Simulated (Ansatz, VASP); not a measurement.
One calculation of Co, two programs

```
Co
1.0
     2.28487    0.00000    0.00000
     0.00000    2.28487    0.00000
     0.00000    0.00000    2.28487
Co
1
Direct
  0.00000 0.00000 0.00000
```

Alike in both runs: task single point; functional PBE; k mesh 15 × 15 × 15; occupations fermi-dirac, width 0.1 eV; no spin polarisation.

|  | VASP | Ansatz |
| --- | --- | --- |
| version | VASP 6.6.1 | Ansatz 0.2.0 |
| potentials or method | VASP PAW PBE potentials, release 64 (Co), cutoff 520 eV | plane waves (420 eV) with PAW, scalar-relativistic |
| valence electrons in the cell | 9 | 17 |

Ansatz gave:

```
pressure (GPa) : 0.1
```

Problem. Which values does VASP return?

Solution. Pressure (GPa): -0.7.

VASP's potentials hold 9 valence electrons a cell and Ansatz's 17, so a difference there can come from the potentials and not from the codes.
